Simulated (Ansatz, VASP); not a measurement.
# One calculation of InSe, two programs

INCAR

```
PREC = Accurate
ENCUT = 520
EDIFF = 1E-6
ISMEAR = 0
SIGMA = 0.01
LREAL = False
LASPH = True
NELM = 60
ALGO = Normal
ISIF = 2
LWAVE = False
LCHARG = True
GGA = PS
LELF = True
LVHAR = True
NBANDS = 27
```

The input KPOINTS:

```
Automatic mesh
0
Gamma
  6 6 6
```

File POSCAR:

```
InSe
1.0
    2.0000000000      1.1547005400      8.4400000000
   -2.0000000000      1.1547005400      8.4400000000
    0.0000000000     -2.3094010800      8.4400000000
In Se
2 2
Direct
    0.0000000000      0.0000000000      0.0000000000
    0.1114000000      0.1114000000      0.1114000000
    0.6165000000      0.6165000000      0.6165000000
    0.8281000000      0.8281000000      0.8281000000
```

Input for Ansatz:

```yaml
crystal:
  lattice:
    - [2.0, 1.15470054, 8.44]
    - [-2.0, 1.15470054, 8.44]
    - [0.0, -2.30940108, 8.44]
  atoms:
    - { symbol: In, position: [0.0, 0.0, 0.0] }
    - { symbol: In, position: [0.1114, 0.1114, 0.1114] }
    - { symbol: Se, position: [0.6165, 0.6165, 0.6165] }
    - { symbol: Se, position: [0.8281, 0.8281, 0.8281] }
basis:
  ecutwfc: 476.19925930478996
kpoints:
  mp_grid:
    grid: [6, 6, 6]
    shift: [0.0, 0.0, 0.0]
hamiltonian:
  xc: pbesol
scf:
  occupations:
    method: fixed
output:
  stress: true
  eigenvalues: true
```

Alike in both runs: task single point; functional PBEsol; k mesh 6 × 6 × 6; no spin polarisation.

```csv
,VASP,Ansatz
version,VASP 6.6.1,Ansatz 0.2.0
potentials or method,"VASP PAW PBE potentials, release 64 (In_d, Se), cutoff 520 eV","plane waves, PAW"
occupations,"gaussian, width 0.01 eV",fixed
valence electrons in the cell,38,58
```

Ansatz gave:

```
gap on the k mesh at the Fermi level (eV)                     : 0.34
pressure (GPa)                                                : 0.2
traceless stress, the component that is largest in VASP (GPa) : -0.69
```

**Question.** What did VASP give for the same quantities?

**Answer.** gap on the k mesh at the Fermi level (eV): 0.33; pressure (GPa): 0.2; traceless stress, the component that is largest in VASP (GPa): -0.70.

VASP's potentials were made for PBE, not for PBEsol. VASP's potentials hold 38 valence electrons a cell and Ansatz's 58, so a difference there can come from the potentials and not from the codes.
